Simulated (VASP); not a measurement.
# Co (P6_3/mmc) in VASP: a series of runs

Runs on Co. Level: PBE. Tasks: single point, relaxation of cell and atoms.

Everything below comes from runs of VASP 6.6.1. Logs are shortened: lines on timing, memory, paths and dates and some standing lists are left out, and cuts for length are marked.

## Step 1: The cell of the first run

It takes space group P6_3/mmc (No. 194, hexagonal). The conventional cell has a = 2.460 Å, b = 2.460 Å, c = 3.962 Å, α = 90.00°, β = 90.00°, γ = 120.00°. Co (site symmetry -6m2) has 12 Co at 2.44 to 2.46 Å within 3.2 Å.

## Step 2: Single point, PBE

Input file INCAR:

```
ALGO = Normal
EDIFF = 1E-7
ENCUT = 520
GGA = PE
ISIF = 2
ISMEAR = -1
LASPH = True
LCHARG = True
LELF = True
LREAL = False
LVHAR = True
LWAVE = False
NBANDS = 16
NELM = 100
PREC = Accurate
SIGMA = 0.1
```

Input file KPOINTS:

```
k-points
0
Gamma
  8 8 5
```

Input file POSCAR:

```
Co
1.0
    2.4599368504     -0.0000028326      0.0000000000
   -1.2299659721      2.1303692204      0.0000000000
    0.0000000000      0.0000000000      3.9616951639
Co
2
Direct
    0.3333333333      0.6666666667      0.2500000000
    0.6666666667      0.3333333333      0.7500000000
```

Potentials or basis: VASP PAW PBE potentials, release 64 (Co).

Command:

```console
> cat potpaw_PBE.64/Co/POTCAR > POTCAR
> mpirun -np 1 vasp_std > vasp.out
```

OUTCAR:

```text
EDIFF = 1E-7
   ENCUT = 520
   GGA = PE
   ISIF = 2
   ISMEAR = -1
   LASPH = True
   LREAL = False
   NELM = 100
   PREC = Accurate

 ion  position               nearest neighbor table
   1  0.333  0.667  0.250-   2 2.44   2 2.44   2 2.44   2 2.44   2 2.44   2 2.44
   2  0.667  0.333  0.750-   1 2.44   1 2.44   1 2.44   1 2.44   1 2.44   1 2.44

  LATTYP: Found a hexagonal cell.
 ALAT       =     2.4599368504
 C/A-ratio  =     1.6104865307

  Lattice vectors:

 A1 = (   2.4599368504,  -0.0000028326,   0.0000000000)
 A2 = (  -1.2299659721,   2.1303692204,   0.0000000000)
 A3 = (   0.0000000000,   0.0000000000,   3.9616951639)

Analysis of symmetry for initial positions (statically):
=====================================================================
 Subroutine PRICEL returns:
 Original cell was already a primitive cell.

 Routine SETGRP: Setting up the symmetry group for a
 hexagonal supercell.

 Subroutine GETGRP returns: Found 24 space group operations
 (whereof 12 operations were pure point group operations)
 out of a pool of 24 trial point group operations.

The static configuration has the point symmetry D_3d.
 The point group associated with its full space group is D_6h.

Analysis of symmetry for dynamics (positions and initial velocities):
=====================================================================
 Subroutine PRICEL returns:
 Original cell was already a primitive cell.

 Routine SETGRP: Setting up the symmetry group for a
 hexagonal supercell.

 Subroutine GETGRP returns: Found 24 space group operations
 (whereof 12 operations were pure point group operations)
 out of a pool of 24 trial point group operations.

The dynamic configuration has the point symmetry D_3d.
 The point group associated with its full space group is D_6h.

 Subroutine INISYM returns: Found 24 space group operations
 (whereof 12 operations are pure point group operations),
 and found     1 'primitive' translations

----------------------------------------------------------------------------------------

                                     Primitive cell

  volume of cell :      20.7615

  direct lattice vectors                    reciprocal lattice vectors
     2.459936850 -0.000002833  0.000000000     0.406514771  0.234700788  0.000000000
    -1.229965972  2.130369220  0.000000000     0.000000541  0.469402513  0.000000000
     0.000000000  0.000000000  3.961695164     0.000000000  0.000000000  0.252417200

  length of vectors
     2.459936850  2.459936850  3.961695164     0.469402513  0.469402513  0.252417200

  position of ions in fractional coordinates (direct lattice)
     0.333333333  0.666666667  0.250000000
     0.666666667  0.333333333  0.750000000

  ion indices of the primitive-cell ions
   primitive index   ion index
                 1           1
                 2           2

----------------------------------------------------------------------------------------

 KPOINTS: k-points

Automatic generation of k-mesh.
 Grid dimensions read from file:
 generate k-points for:    8    8    5

 Generating k-lattice:

  Cartesian coordinates                     Fractional coordinates (reciprocal lattice)
     0.050814346  0.029337599  0.000000000     0.125000000  0.000000000  0.000000000
     0.000000068  0.058675314  0.000000000    -0.000000000  0.125000000  0.000000000
     0.000000000  0.000000000  0.050483440     0.000000000  0.000000000  0.200000000

  Length of vectors
     0.058675314  0.058675314  0.050483440

  Shift w.r.t. Gamma in fractional coordinates (k-lattice)
     0.000000000  0.000000000  0.000000000

 Subroutine IBZKPT returns following result:
 ===========================================

 Found     30 irreducible k-points:

 Following reciprocal coordinates:
            Coordinates               Weight
  0.000000  0.000000  0.000000      1.000000
  0.125000  0.000000  0.000000      6.000000
  0.250000  0.000000  0.000000      6.000000
  0.375000  0.000000  0.000000      6.000000
  0.500000  0.000000  0.000000      3.000000
  0.125000  0.125000  0.000000      6.000000
[... 16 lines left out ...]
  0.250000  0.000000  0.400000     12.000000
  0.375000  0.000000  0.400000     12.000000
 [... further k-points ...]
   k-points           NKPTS =     30   k-points in BZ     NKDIM =     30   number of bands    NBANDS=     16
   number of dos      NEDOS =    301   number of ions     NIONS =      2
   total plane-waves  NPLWV =   9720
   dimension x,y,z NGX =    18 NGY =   18 NGZ =   30
   dimension x,y,z NGXF=    36 NGYF=   36 NGZF=   60
   ions per type =               2
   NGX,Y,Z   is equivalent  to a cutoff of  12.16, 12.16, 12.59 a.u.
   NGXF,Y,Z  is equivalent  to a cutoff of  24.33, 24.33, 25.18 a.u.
 SYSTEM =  unknown system
   PREC   = accura    normal or accurate (medium, high low for compatibility)
   ISTART =      0    job   : 0-new  1-cont  2-samecut
   ICHARG =      2    charge: 1-file 2-atom 10-const
   ISPIN  =      1    spin polarized calculation?
   LNONCOLLINEAR =      F non collinear calculations
   LSORBIT =      F    spin-orbit coupling
   LASPH  =      T    aspherical Exc in radial PAW
   ENCUT  =  520.0 eV  38.22 Ry    6.18 a.u.   4.57  4.57  7.37*2*pi/ulx,y,z
   NELM   =    100;   NELMIN=  2; NELMDL= -5     # of ELM steps
   EDIFF  = 0.1E-06   stopping-criterion for ELM
   LREAL  =      F    real-space projection
   EDIFFG = 0.1E-05   stopping-criterion for IOM
   NSW    =      0    number of steps for IOM
   IBRION =     -1    ionic relax: 0-MD 1-quasi-New 2-CG
   NFREE  =      0    steps in history (QN), initial steepest desc. (CG)
   ISIF   =      2    stress and relaxation
   ISYM   =      2    0-nonsym 1-usesym 2-fastsym
   POTIM  = 0.5000    time-step for ionic-motion
   TEBEG  =    0.0;   TEEND  =   0.0 temperature during run
   PSTRESS=    0.0 pullay stress
   NELECT =      18.0000    total number of electrons
   NUPDOWN=      -1.0000    fix difference up-down
   EMIN   =  10.00;   EMAX   =-10.00  energy-range for DOS
   EFERMI =   0.00;   METHOD = LEGACY
   ISMEAR =    -1;   SIGMA  =   0.10  broadening in eV -4-tet -1-fermi 0-gaus
   EFERMI_NEDOS =   21; number of points for ismear=-14 and -15
   IALGO  =     38    algorithm
   IMIX   =      4    mixing-type and parameters
     AMIX     =   0.40;   BMIX     =  1.00
     AMIX_MAG =   1.60;   BMIX_MAG =  1.00
  volume/ion in A,a.u.               =      10.38        70.05
  Fermi-wavevector in a.u.,A,eV,Ry     =   1.561034  2.949927 33.155062  2.436828
  Thomas-Fermi vector in A             =   2.664159
   LORBIT       =      0    0 simple, 1 ext, 2 COOP (PROOUT), +10 PAW based schemes
   GGA     = PE    functional components
   LHFCALC =     F    Hartree Fock is set to
   AEXX    =    0.0000 exact exchange contribution
   IVDW    =     0    specifies the selected vdW correction
   LEPSILON=     F    determine dielectric tensor
   LRPA    =     F    only Hartree local field effects (RPA)
 non-spin polarized calculation
  energy-cutoff  :      520.00
  volume of cell :       20.76
 maximum number of plane-waves:       573
   NGX =  9   NGY =  9   NGZ = 15

 number of electron      17.9999975 magnetization

 Free energy of the ion-electron system (eV)
  ---------------------------------------------------
  ext. energy  EPLUGINS =         0.00000000
  ---------------------------------------------------
  free energy    TOTEN  =       -13.71519652 eV

  energy without entropy =      -13.51836385  energy(sigma->0) =      -13.61678018

 E-fermi :  10.8392     XC(G=0): -13.6830

 val. band max:       10.8363664656   @ k =   0.3750   0.1250   0.0000
 cond. band min:      10.8820192304   @ k =   0.5000   0.0000   0.2000
 fundamental gap:      0.0456527648
 Fermi energy:        10.8392040608

 k-point     1 :       0.0000    0.0000    0.0000
  band No.  band energies     occupation
      1       1.7169      2.00000
      2       5.9778      2.00000
      3       8.9462      2.00000
      4       8.9650      2.00000
      5       8.9650      2.00000
      6       9.3295      2.00000
[... 8 lines left out ...]
     15      36.3184      0.00000
     16      36.3795      0.00000

 k-point     2 :       0.1250    0.0000    0.0000
  band No.  band energies     occupation
      1       2.2764      2.00000
      2       6.3189      2.00000
      3       8.5307      2.00000
      4       9.0116      2.00000
      5       9.1570      2.00000
      6       9.2422      2.00000
[... 8 lines left out ...]
     15      32.8345      0.00000
     16      33.3486      0.00000

 k-point     3 :       0.2500    0.0000    0.0000
  band No.  band energies     occupation
      1       3.8062      2.00000
      2       6.8855      2.00000
      3       7.7745      2.00000
      4       8.1218      2.00000
      5       8.9480      2.00000
      6       9.1814      2.00000
[... 8 lines left out ...]
     15      29.4682      0.00000
     16      31.4968      0.00000

 k-point     4 :       0.3750    0.0000    0.0000
  band No.  band energies     occupation
      1       5.6125      2.00000
      2       6.7438      2.00000
      3       7.0270      2.00000
      4       8.2412      2.00000
      5       8.8833      2.00000
      6       9.1002      2.00000
[... 8 lines left out ...]
     15      27.0602      0.00000
     16      27.0819      0.00000
[... 324 lines left out ...]
 k-point    22 :       0.1250    0.0000    0.4000
  band No.  band energies     occupation
      1       3.8035      2.00000
      2       5.2924      2.00000
      3       8.1373      2.00000
      4       8.4325      2.00000
      5       8.7189      2.00000
      6       9.0356      2.00000
[... 8 lines left out ...]
     15      30.8365      0.00000
     16      32.1394      0.00000

 k-point    23 :       0.2500    0.0000    0.4000
  band No.  band energies     occupation
      1       5.0309      2.00000
      2       6.1780      2.00000
      3       7.7041      2.00000
      4       8.1567      2.00000
      5       8.6448      2.00000
      6       9.0351      2.00000
[... 8 lines left out ...]
     15      27.3573      0.00000
     16      30.7087      0.00000

 k-point    24 :       0.3750    0.0000    0.4000
  band No.  band energies     occupation
      1       5.9236      2.00000
      2       6.3781      2.00000
      3       7.5353      2.00000
      4       7.8773      2.00000
      5       9.4154      2.00000
      6       9.5128      2.00000
[... 8 lines left out ...]
     15      27.9903      0.00000
     16      29.4630      0.00000

 [... further k-points ...]
[... 5 lines left out ...]
  --------------------------------------------------------------------------------------
  -------------------------------------------------------------------------------------
  Total       -0.0930440     -0.0930440     -0.1243275      0.0000000      0.0000000      0.0000000
  in kB       -7.1802472     -7.1802472     -9.5944110      0.0000000      0.0000000      0.0000000
  external PRESSURE =      -7.9849684 kB  Pullay stress =       0.0000000 kB

 VOLUME and BASIS-vectors are now :
 -----------------------------------------------------------------------------
  energy-cutoff  :      520.00
  volume of cell :       20.76
      direct lattice vectors                 reciprocal lattice vectors
     2.459936850 -0.000002833  0.000000000     0.406514771  0.234700788  0.000000000
    -1.229965972  2.130369220  0.000000000     0.000000541  0.469402513  0.000000000
     0.000000000  0.000000000  3.961695164     0.000000000  0.000000000  0.252417200

 POSITION                                       TOTAL-FORCE (eV/Angst)
 -----------------------------------------------------------------------------------
      0.00000      1.42025      0.99042         0.000000     -0.000000      0.000000
      1.22997      0.71012      2.97127        -0.000000      0.000000      0.000000
 -----------------------------------------------------------------------------------
    total drift:                                0.000000      0.000000     -0.000000

  FREE ENERGIE OF THE ION-ELECTRON SYSTEM (eV)
  ---------------------------------------------------
  free  energy   TOTEN  =       -13.7151965186 eV

  energy  without entropy=      -13.5183638457  energy(sigma->0) =      -13.61678018
```

Wall time 8.4 s (1 thread of Intel Xeon 6975P-C (Granite Rapids), shared host); peak memory 0.13 GiB.

Results:

```
Free energy            : -13.7152 eV
Pressure               : -0.8 GPa
Band gap on the k mesh : zero (band 9 reaches 11.21 eV, above the bottom of band 10 at 9.68 eV)
```

Caveat: the k points lie up to 0.37 Å⁻¹ apart; the run has no spin polarisation, though such a crystal can be magnetic.

## Step 3: Relaxation of cell and atoms, PBE

This run uses another cell than the first one, of 10.80 Å³/atom, 1.041 times its volume.

Input file INCAR:

```
ALGO = Normal ; EDIFF = 1E-6
EDIFFG = -0.01 ; ENCUT = 600
GGA = PE ; IBRION = 2
ISIF = 3 ; ISMEAR = -1
LASPH = True ; LCHARG = False
LREAL = False ; LWAVE = False
NELM = 100 ; NSW = 60
PREC = Accurate ; SIGMA = 0.1
```

KPOINTS is that of step 2.

Input file POSCAR:

```
Co
1.0
    2.5070040000      0.0000000000      0.0000000000
   -1.2534970000      2.1711310000      0.0000000000
    0.0000000000      0.0000000000      3.9699060000
Co
2
Direct
    0.3333300000      0.6666700000      0.2500000000
    0.6666600000      0.3333300000      0.7500000000
```

Potentials or basis: VASP PAW PBE potentials, release 64 (Co).

Command:

```console
> cat potpaw_PBE.64/Co/POTCAR > POTCAR
> mpirun -np 1 vasp_std > vasp.out
```

Wall time 55 s (1 thread of Intel Xeon 6975P-C (Granite Rapids), shared host); peak memory 0.15 GiB.

Results (log left out):

```yaml
Free_energy: -13.7154 eV
Relaxed_volume: 10.34 Å³/atom
Relaxed_cell: a = 2.457 Å, b = 2.457 Å, c = 3.956 Å, α = 90.00°, β = 90.00°, γ = 120.00°
Space_group_after_relaxing_to_0.05_Å: P6_3/mmc (No. 194)
Energy_gained_by_relaxing: 15.7 meV/atom
Ionic_steps: 10
Pressure_after_relaxing: 0.0 GPa
Band_gap_on_the_k_mesh: zero (band 9 reaches 11.27 eV, above the bottom of band 10 at 9.73 eV)
```

Stress tensor (GPa, compression positive):
```
 0.03  0.00  0.00
 0.00  0.03  0.00
 0.00  0.00 -0.07
```

The path:
| step | energy change (eV) | largest force (eV/Å) | pressure (GPa) | volume (Å³) |
| --- | --- | --- | --- | --- |
| 1 | 0.0000 | 0.0000 | -9.51 | 21.61 |
| 2 | 0.0121 | 0.0000 | 14.22 | 19.66 |
| 3 | -0.0300 | 0.0000 | 0.15 | 20.68 |
| 4 | -0.0300 | 0.0000 | 0.36 | 20.66 |
| 5 | -0.0313 | 0.0000 | 0.17 | 20.67 |
| 6 | -0.0313 | 0.0000 | 0.21 | 20.67 |
| 7 | -0.0313 | 0.0000 | 0.19 | 20.67 |
| 8 | -0.0313 | 0.0000 | 0.20 | 20.67 |
| 9 | -0.0313 | 0.0000 | -0.27 | 20.71 |
| 10 | -0.0314 | 0.0000 | -0.01 | 20.69 |

Final structure:
```
CELL_PARAMETERS angstrom
2.45735 0.00000 0.00000
-1.22867 2.12813 0.00000
0.00000 0.00000 3.95576
ATOMIC_POSITIONS crystal
Co 0.33333 0.66667 0.25000
Co 0.66666 0.33333 0.75000
```

Levels at points of the mesh, in eV from the Fermi level:
```csv
k point,band 7,band 8,band 9,band 10,band 11,band 12
"(0.00, 0.00, 0.00)",-1.52,-1.15,-1.15,-0.03,0.11,0.11
"(0.50, 0.00, 0.00)",-1.47,0.25,0.37,0.42,1.98,4.00
"(0.00, 0.50, 0.00)",-1.47,0.25,0.37,0.42,1.98,4.00
```

Caveat: the k points lie up to 0.37 Å⁻¹ apart in the final cell; the run has no spin polarisation, though such a crystal can be magnetic.

## Step 4: Single point, PBE

Input file INCAR:

```
ALGO = Normal
EDIFF = 1E-6
ENCUT = 600
GGA = PE
GGA_COMPAT = False
ISIF = 2
ISMEAR = -1
LASPH = True
LCHARG = True
LELF = True
LREAL = False
LVHAR = True
LWAVE = False
NBANDS = 24
NELM = 120
PREC = Accurate
SIGMA = 0.1
```

KPOINTS is that of step 3.

Input file POSCAR:

```
Co
1.0
    2.4599368504     -0.0000028326      0.0000000000
   -1.2299659721      2.1303692204      0.0000000000
    0.0000000000      0.0000000000      3.9616951639
Co
2
Direct
    0.3333333333      0.6666666667      0.2500000000
    0.6666666667      0.3333333333      0.7500000000
```

Potentials or basis: VASP PAW PBE potentials, release 64 (Co_sv).

Command:

```console
> cat potpaw_PBE.64/Co_sv/POTCAR > POTCAR
> mpirun -np 1 vasp_std > vasp.out
```

It took 17 s on 1 thread of Intel Xeon Platinum 8488C (Sapphire Rapids), shared host; peak memory 0.14 GiB.

It converged, with:

| Quantity | Value |
| --- | --- |
| Free energy | -13.8742 eV |
| Pressure | -3.8 GPa |
| Band gap on the k mesh | zero (band 17 reaches 13.07 eV, above the bottom of band 18 at 11.52 eV) |

Levels at points of the mesh, in eV from the Fermi level:
```tsv
k point	band 14	band 15	band 16	band 17	band 18	band 19	band 20	band 21
(0.00, 0.00, 0.00)	-1.52	-1.52	-1.15	-1.15	-0.14	0.11	0.11	7.25
(0.50, 0.00, 0.00)	-1.88	-1.48	0.25	0.38	0.42	1.94	3.95	10.22
```

Caveat: the k points lie up to 0.37 Å⁻¹ apart; the run has no spin polarisation, though such a crystal can be magnetic.

## Step 5: Summary

| task | potentials or basis | cell | cutoff (eV) | second run | gap on the mesh (eV) | pressure (GPa) |
| --- | --- | --- | --- | --- | --- | --- |
| single point | VASP PAW PBE potentials, release 64 (Co) | a = 2.460, b = 2.460, c = 3.962 Å, angles 90.0, 90.0, 120.0°, 2 atoms | 520 | - | none | -0.8 |
| relaxation of cell and atoms | VASP PAW PBE potentials, release 64 (Co) | relaxed from a = 2.507, b = 2.507, c = 3.970 Å, angles 90.0, 90.0, 120.0°, 2 atoms | 600 | - | none | 0.0 |
| single point | VASP PAW PBE potentials, release 64 (Co_sv) | a = 2.460, b = 2.460, c = 3.962 Å, angles 90.0, 90.0, 120.0°, 2 atoms | 600 | valence_matched | none | -3.8 |

Alike in all rows: level PBE; no spin polarisation; k mesh 8 × 8 × 5; smearing fermi-dirac 0.1 eV.

Caveats: all runs use coarse meshes; the run has no spin polarisation, though such a crystal can be magnetic.

Total energies depend on the potentials used, so only differences within one code and one set of settings carry meaning.
